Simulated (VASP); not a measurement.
# LiBe16 (a cell with a defect) in VASP: further runs, part 2 of 2

VASP 6.6.1. The steps go on from the part before.

**3. Single point, PBE**

The input, INCAR:

```
PREC = Accurate ; ENCUT = 520
EDIFF = 1E-6 ; ISMEAR = 0
SIGMA = 0.1 ; LREAL = Auto
LASPH = True ; NELM = 100
ALGO = Normal ; ISIF = 2
LWAVE = False ; LCHARG = False
GGA = PE ; NBANDS = 32
```

The input, KPOINTS:

```
regular mesh
0
Gamma
  5 5 3
```

The input, POSCAR:

```
LiBe16
1.0
   -2.2900000000     -3.9663960000      0.0000000000
    3.4350000000     -1.9831980000      0.0000000000
    0.0000000000      0.0000000000      7.1768600000
Be Li
16 1
Direct
    0.7428386838      0.4851200293      0.0025924851
    0.5737233236      0.2911584010      0.2572208870
    0.7428622798      0.4849894732      0.5118544761
    0.5105536696      0.2986419377      0.7572136793
    0.5096087038     -0.0186912680      0.0029890820
    0.1892655396      1.1104475879      0.2571553004
    0.5095792738     -0.0186554089      0.5114483892
    0.2661753139      0.7886284915      0.7571687096
    0.2553921474      0.4320522912      0.0036416858
   -0.0223236416      0.4969076054      0.2571961338
    0.2552901206      0.4318602041      0.5107025300
    0.0066678074      0.2936009946      0.7571958235
    0.0141898773     -0.0656118219      0.0041712723
    0.7811860882      0.8899059195      0.2570887303
    0.0141552551     -0.0658222996      0.5100899107
    0.7601122795      0.8044549801      0.7571684497
    0.3761358181      0.7018279129      0.2572620852
```

Potentials or basis: VASP PAW PBE potentials, release 64 (Be, Li_sv).

Command:

```console
> cat potpaw_PBE.64/Be/POTCAR potpaw_PBE.64/Li_sv/POTCAR > POTCAR
> mpirun -np 1 vasp_std > vasp.out
```

OUTCAR:

```text
PREC = Accurate
   ENCUT = 520
   EDIFF = 1E-6
   ISMEAR = 0
   LREAL = Auto
   LASPH = True
   NELM = 100
   ISIF = 2
   GGA = PE

 ion  position               nearest neighbor table
   1  0.743  0.485  0.003-  10 2.12   2 2.13  16 2.17  13 2.17   4 2.19   5 2.24   9 2.24   5 2.27
                            12 2.27   9 2.36
   2  0.574  0.291  0.257-  14 1.85  17 1.86   6 1.90  10 2.02   3 2.13   1 2.13   7 2.22   5 2.22

   3  0.743  0.485  0.512-  10 2.12   2 2.13  16 2.17  15 2.17   4 2.19   7 2.24  11 2.24   7 2.27
                            12 2.27  11 2.36
   4  0.511  0.299  0.757-   7 2.17   5 2.17   9 2.18  11 2.19   3 2.19   1 2.19   8 2.24  16 2.27
                            12 2.27  12 2.31  16 2.31   8 2.31
   5  0.510  0.981  0.003-   9 2.13   4 2.17  16 2.22   2 2.22  17 2.22   8 2.22  14 2.24   1 2.24
                             1 2.27  13 2.28  13 2.32
   6  0.189  0.110  0.257-  10 1.81  17 1.83   2 1.90  14 2.06  13 2.10  15 2.10  11 2.24   9 2.24
[... 17 lines left out ...]
  15  0.014  0.934  0.510-   6 2.10  14 2.11   3 2.17  16 2.18   8 2.19  11 2.26  12 2.28   7 2.28
                            11 2.28   7 2.32
  16  0.760  0.804  0.757-   3 2.17   1 2.17  13 2.18  15 2.18   7 2.22   5 2.22  12 2.24   8 2.26
                             4 2.27   4 2.31   8 2.32  12 2.32
  17  0.376  0.702  0.257-   6 1.83   2 1.86  10 2.00  14 2.00  11 2.18   9 2.18   7 2.22   5 2.22

  LATTYP: Found a simple orthorhombic cell.
 ALAT       =     3.9663962620
 B/A-ratio  =     1.1547004875
 C/A-ratio  =     1.8094157835

  Lattice vectors:

 A1 = (  -3.4350000000,   1.9831980000,   0.0000000000)
 A2 = (  -2.2900000000,  -3.9663960000,   0.0000000000)
 A3 = (   0.0000000000,   0.0000000000,   7.1768600000)

Analysis of symmetry for initial positions (statically):
=====================================================================
 Subroutine PRICEL returns:
 Original cell was already a primitive cell.

 Routine SETGRP: Setting up the symmetry group for a
 simple orthorhombic supercell.

 Subroutine GETGRP returns: Found  1 space group operations
 (whereof  1 operations were pure point group operations)
[... 174 lines left out ...]
   IVDW    =     0    specifies the selected vdW correction
   LEPSILON=     F    determine dielectric tensor
   LRPA    =     F    only Hartree local field effects (RPA)
 non-spin polarized calculation
 Gauss-broadening in eV      SIGMA  =   0.10
  energy-cutoff  :      520.00
  volume of cell :      130.38
 maximum number of plane-waves:      3529
 NGX is ok and might be reduce to    36
   NGX = 17   NGY = 15   NGZ = 27

 number of electron      34.9999999 magnetization

 Free energy of the ion-electron system (eV)
  ---------------------------------------------------
  ext. energy  EPLUGINS =         0.00000000
  ---------------------------------------------------
  free energy    TOTEN  =       -57.49596204 eV

  energy without entropy =      -57.48057867  energy(sigma->0) =      -57.48827035

 E-fermi :   7.1766     XC(G=0): -10.6567

 val. band max:        7.1545235361   @ k =   0.4000   0.0000   0.0000
 cond. band min:       7.2089836331   @ k =   0.0000   0.4000   0.3333
 fundamental gap:      0.0544600971
 Fermi energy:         7.1765510627

 k-point     1 :       0.0000    0.0000    0.0000
  band No.  band energies     occupation
      1     -38.9086      2.00000
      2      -4.0506      2.00000
      3      -2.1116      2.00000
      4      -1.8800      2.00000
      5       1.0011      2.00000
      6       1.1187      2.00000
[... 757 lines left out ...]
     28      12.0833      0.00000
     29      12.5400      0.00000

 [... further k-points ...]

 [bands above 29 left out]

------------------------ aborting loop because EDIFF is reached ----------------------------------------

  FORCE on cell =-STRESS in cart. coord.  units (eV):
  Direction    XX          YY          ZZ          XY          YZ          ZX
  --------------------------------------------------------------------------------------
  -------------------------------------------------------------------------------------
  Total       17.2950685      8.6961868      1.5702115      0.4235115      0.0006830     -0.0033239
  in kB      212.5381252    106.8669509     19.2962409      5.2045095      0.0083930     -0.0408477
  external PRESSURE =     112.9004390 kB  Pullay stress =       0.0000000 kB

 VOLUME and BASIS-vectors are now :
 -----------------------------------------------------------------------------
  energy-cutoff  :      520.00
  volume of cell :      130.38
      direct lattice vectors                 reciprocal lattice vectors
    -2.290000000 -3.966396000  0.000000000    -0.109170306 -0.189088533  0.000000000
     3.435000000 -1.983198000  0.000000000     0.218340611 -0.126059022  0.000000000
     0.000000000  0.000000000  7.176860000     0.000000000  0.000000000  0.139336702

 POSITION                                       TOTAL-FORCE (eV/Angst)
 -----------------------------------------------------------------------------------
     -0.03471     -3.90848      0.01861         0.001269     -0.010403     -0.000742
     -0.31370     -2.85304      1.84604        -0.013447      0.012790     -0.001182
     -0.03522     -3.90832      3.67351         0.003869     -0.009260     -0.000847
     -0.14333     -2.61732      5.43442        -0.001317     -0.003425     -0.000680
      2.20379     -3.96744      0.02145         0.000207      0.007439     -0.005820
     -0.05403     -0.96974      1.84557         0.017308     -0.014737     -0.000714
[... 9 lines left out ...]
      1.02265     -4.61030      5.43409        -0.000304     -0.002077      0.000435
      1.54943     -2.88377      1.84633        -0.017121     -0.002857      0.004269
 -----------------------------------------------------------------------------------
    total drift:                               -0.008684      0.005575      0.005791

  FREE ENERGIE OF THE ION-ELECTRON SYSTEM (eV)
  ---------------------------------------------------
  free  energy   TOTEN  =       -57.4959620357 eV

  energy  without entropy=      -57.4805786653  energy(sigma->0) =      -57.48827035
```

OSZICAR:

```text
N       E                     dE             d eps       ncg     rms          rms(c)
DAV:   1     0.702081062238E+02    0.70208E+02   -0.13410E+04  2432   0.965E+02
DAV:   2    -0.491961831427E+02   -0.11940E+03   -0.11168E+03  2944   0.201E+02
DAV:   3    -0.587661025441E+02   -0.95699E+01   -0.93363E+01  4072   0.426E+01
DAV:   4    -0.592561590901E+02   -0.49006E+00   -0.48428E+00  3496   0.797E+00
DAV:   5    -0.592630951195E+02   -0.69360E-02   -0.69331E-02  3376   0.109E+00    0.499E+00
DAV:   6    -0.576549803466E+02    0.16081E+01   -0.29378E+00  2944   0.876E+00    0.243E+00
DAV:   7    -0.575423245602E+02    0.11266E+00   -0.64462E-01  3008   0.364E+00    0.148E+00
DAV:   8    -0.574974586685E+02    0.44866E-01   -0.75739E-02  3600   0.149E+00    0.549E-01
DAV:   9    -0.574957461665E+02    0.17125E-02   -0.11870E-02  3232   0.612E-01    0.142E-01
DAV:  10    -0.574959344279E+02   -0.18826E-03   -0.10860E-03  3568   0.213E-01    0.329E-02
DAV:  11    -0.574959572620E+02   -0.22834E-04   -0.11396E-04  3520   0.718E-02    0.609E-03
DAV:  12    -0.574959602773E+02   -0.30153E-05   -0.11776E-05  3160   0.211E-02    0.235E-03
DAV:  13    -0.574959618126E+02   -0.15353E-05   -0.16734E-06  2592   0.924E-03    0.809E-04
DAV:  14    -0.574959620357E+02   -0.22302E-06   -0.47919E-07  2080   0.470E-03
   1 F= -.57495962E+02 E0= -.57488270E+02  d E =-.153834E-01
```

stdout:

```text
POSCAR found type information on POSCAR BeLi
 POSCAR found :  2 types and      17 ions
 scaLAPACK will be used
 LDA part: xc-table for (Slater+PW92), standard interpolation
 POSCAR, INCAR and KPOINTS ok, starting setup
 FFT: planning ... GRIDC
 FFT: planning ... GRID_SOFT
 FFT: planning ... GRID
 WAVECAR not read
 entering main loop
```

It took 3.7 min on 1 thread of Intel Xeon Platinum 8259CL at 2.50GHz (Skylake/Cascade Lake), shared host; peak memory 0.28 GiB.

What came out:

```
Free energy            : -57.4960 eV
Largest force          : 0.027 eV/Å
Band gap on the k mesh : zero (an odd number of electrons rules out a gap without spin polarisation)
```

Forces on the atoms (eV/Å):
```
Be   0.001 -0.010 -0.001
Be  -0.013  0.013 -0.001
Be   0.004 -0.009 -0.001
Be  -0.001 -0.003 -0.001
Be   0.000  0.007 -0.006
Be   0.017 -0.015 -0.001
Be  -0.004  0.006  0.003
Be   0.004  0.003  0.000
Be   0.009  0.002 -0.007
Be   0.021  0.017  0.001
Be   0.009 -0.001  0.009
Be  -0.001  0.002 -0.001
Be  -0.007  0.003 -0.001
Be  -0.017 -0.012  0.001
Be  -0.005  0.001  0.000
Be   0.000 -0.002  0.000
Li  -0.017 -0.003  0.004
```

Caveat: the cutoff is under 1.25 times the usual one of these potentials, so pressure, stress and relaxed cells hold a basis-set (Pulay) error.
